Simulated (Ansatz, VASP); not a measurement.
## Ti3Ag in VASP and in Ansatz

File INCAR:

```
PREC     = Accurate       # precision mode
ENCUT    = 520            # plane-wave cutoff, eV
EDIFF    = 1E-6           # SCF threshold, eV
ISMEAR   = -1             # smearing method
SIGMA    = 0.08           # smearing width, eV
LREAL    = F              # projectors in reciprocal space
LASPH    = T              # aspherical terms in the spheres
NELM     = 60             # most SCF steps
ALGO     = Normal         # electronic algorithm
ISIF     = 2              # what is computed and relaxed
LWAVE    = F              # write WAVECAR
LCHARG   = T              # write CHGCAR
LELF     = T              # ELF
LVHAR    = T            
NBANDS   = 32             # bands
```

File KPOINTS:

```
Automatic mesh
0
Gamma
  9 9 9
```

File POSCAR:

```
Ti3Ag
1.0
    4.1032600000      0.0000000000      0.0000000000
    0.0000000000      4.1032600000      0.0000000000
    0.0000000000      0.0000000000      3.9500000000
Ti Ag
3 1
Direct
    0.0000000000      0.5000000000      0.5000000000
    0.5000000000      0.0000000000      0.5000000000
    0.5000000000      0.5000000000      0.0000000000
    0.0000000000      0.0000000000      0.0000000000
```

Input for Ansatz:

```yaml
crystal:
  lattice:
    - [4.10326, 0.0, 0.0]
    - [0.0, 4.10326, 0.0]
    - [0.0, 0.0, 3.95]
  atoms:
    - { symbol: Ti, position: [0.0, 0.5, 0.5] }
    - { symbol: Ti, position: [0.5, 0.0, 0.5] }
    - { symbol: Ti, position: [0.5, 0.5, 0.0] }
    - { symbol: Ag, position: [0.0, 0.0, 0.0] }
kpoints:
  mp_grid: { grid: [9, 9, 9] }
  band_path:
    path:
      - [0.0, 0.0, 0.0]
      - [0.0, 0.5, 0.0]
      - [0.5, 0.5, 0.0]
      - [0.0, 0.0, 0.0]
      - [0.0, 0.0, 0.5]
      - [0.0, 0.5, 0.5]
      - [0.5, 0.5, 0.5]
      - [0.0, 0.0, 0.5]
      - [0.0, 0.5, 0.0]
    npoints: 5
scf:
  occupations: { method: fermi_dirac, width: 0.08 }
hamiltonian:
  xc: lda
  pseudopotentials: { kind: all_electron, lapw: { basis_error: 0.0005 } }
output:
  forces: true
  stress: true
  eigenvalues: true
```

Change from the starting cell: equal xx and yy strain of -2 %.

Alike in both runs: task single point; functional LDA; k mesh 9 × 9 × 9; occupations fermi-dirac, width 0.08 eV; no spin polarisation.

|  | VASP | Ansatz |
| --- | --- | --- |
| version | VASP 6.6.1 | Ansatz 0.2.0 |
| potentials or method | VASP PAW LDA potentials, release 64 (Ti_sv, Ag), cutoff 520 eV | all-electron LAPW, scalar-relativistic |

Ansatz gave:

* pressure (GPa): -5.8
* traceless stress, the component that is largest in VASP (GPa): 1.01

Problem. What did VASP give for the same quantities?

Solution. Pressure (GPa): -5.7; traceless stress, the component that is largest in VASP (GPa): 1.01.

LDA's correlation is that of Perdew and Zunger in VASP and of Perdew and Wang (1992) in Ansatz. Ansatz ran all-electron here, and VASP with PAW potentials.
